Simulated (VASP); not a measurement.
Set up this calculation in VASP 6.6.1, as the native input.

```yaml
Task: electric field gradients
Functional: r2SCAN
Potentials_or_basis: VASP PAW PBE potentials, release 64 (Co)
Cutoff: 520 eV
k_mesh: 15 × 15 × 8
Occupations: fermi-dirac, width 0.05 eV
Spin: collinear spin, ferromagnetic start
Starting_moments: "[2.0, 2.0] μB"
Dipole_correction: no
Further_INCAR_settings: ALGO = Normal; EDIFF = 1e-08; NBANDS = 20
```

The system is Co.

```xyz
2
Lattice="2.5074 0.0000 0.0000 -1.2537 2.1715 0.0000 0.0000 0.0000 4.0699" Properties=species:S:1:pos:R:3 pbc="T T T"
Co    0.0000    1.4476    1.0175
Co    1.2537    0.7238    3.0524
```

The input as run:

POSCAR

```
Co
1.0
    2.5074000000      0.0000000000      0.0000000000
   -1.2537000000      2.1714720974      0.0000000000
    0.0000000000      0.0000000000      4.0699000000
Co
2
Direct
    0.3333333333      0.6666666667      0.2500000000
    0.6666666667      0.3333333333      0.7500000000
```

INCAR.step1

```
SYSTEM = Co
ALGO = Normal ; EDIFF = 1E-4
ENCUT = 520 ; GGA = PE
ISMEAR = -1 ; ISPIN = 2
LASPH = .True. ; LCHARG = .False.
LMAXMIX = 4 ; LREAL = .False.
LWAVE = .True. ; MAGMOM = 2 2
NBANDS = 20 ; NELM = 150
PREC = Accurate ; SIGMA = 0.05
```

INCAR.step2

```
SYSTEM = Co
ALGO = Normal ; EDIFF = 1E-8
ENCUT = 520 ; ISIF = 2
ISMEAR = -1 ; ISPIN = 2
ISTART = 1 ; LASPH = .True.
LCHARG = .False. ; LEFG = .True.
LMAXMIX = 4 ; LMIXTAU = .True.
LORBIT = 11 ; LREAL = .False.
LWAVE = .False. ; MAGMOM = 2 2
METAGGA = R2SCAN ; NBANDS = 20
NELM = 150 ; PREC = Accurate
SIGMA = 0.05
```

KPOINTS

```
k-points
0
Gamma
  15 15 8
  0 0 0
```

Potentials or basis: VASP PAW PBE potentials, release 64 (Co).

Command:

```console
$ cat potpaw_PBE.64/Co/POTCAR > POTCAR
$ cp INCAR.step1 INCAR
$ mpirun -np 1 vasp_std > vasp.out
$ cp INCAR.step2 INCAR
$ mpirun -np 1 vasp_std > vasp.out
```

It gave:

```
Pressure                                              : -8.9 GPa
Net moment                                            : 3.51 μB per cell
Site moments                                          : Co +1.83 μB
Valence electrons inside the program's atomic spheres : Co 8.25
```

Caveat: without QUAD_EFG the Cq values of the log hold for a quadrupole moment of 1 mb, not for the nuclei; the PAW data sets were made with another functional, which shifts forces and pressure a little.

It took 7.4 min on 1 thread of Intel(R) Xeon(R) Platinum 8488C (Sapphire Rapids), with other jobs on the host, peak memory 0.21 GiB.
